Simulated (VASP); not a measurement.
A run of VASP 6.6.1 is set up as follows.

POSCAR

```
MgB2
1.0
    3.0705553558      0.0000000000      0.0000000000
   -1.5352776779      2.6591789418      0.0000000000
    0.0000000000      0.0000000000      3.5086786221
Mg B
1 2
Direct
    0.0000000000      0.0000000000      0.0000000000
    0.3333333333      0.6666666667      0.5000000000
    0.6666666667      0.3333333333      0.5000000000
```

The input INCAR.step1:

```
SYSTEM = MgB2
  ALGO = Normal
  EDIFF = 1E-5
  ENCUT = 750
  GGA = PE
  GGA_COMPAT = .False.
  ISMEAR = -1
  LASPH = .True.
  LCHARG = .False.
  LREAL = .False.
  LWAVE = .True.
  NBANDS = 15
  NELM = 120
  PREC = Accurate
  SIGMA = 0.1
```

File INCAR.step2:

```
SYSTEM = MgB2
  ALGO = Normal
  EDIFF = 1E-6
  ENCUT = 750
  GGA_COMPAT = .False.
  ISIF = 2
  ISMEAR = -1
  ISTART = 1
  LASPH = .True.
  LCHARG = .False.
  LMIXTAU = .True.
  LREAL = .False.
  LWAVE = .False.
  METAGGA = R2SCAN
  NBANDS = 15
  NELM = 120
  PREC = Accurate
  SIGMA = 0.1
```

The input KPOINTS:

```
k-points
0
Gamma
  12 12 9
  0 0 0
```

Potentials or basis: VASP PAW PBE potentials, release 64 (Mg_sv, B).

The run is started by

```bash
$ cat potpaw_PBE.64/Mg_sv/POTCAR potpaw_PBE.64/B/POTCAR > POTCAR
$ cp INCAR.step1 INCAR
$ mpirun -np 1 vasp_std > vasp.out
$ cp INCAR.step2 INCAR
$ mpirun -np 1 vasp_std > vasp.out
```

(1) What does it give for the band gap on the k mesh?

(2) Predict the pressure.

Answers

(1) zero (bands 8 and 9 overlap by 3.91 eV).

(2) -0.3 GPa.

Caveat: the PAW data sets were made with another functional, which shifts forces and pressure a little.
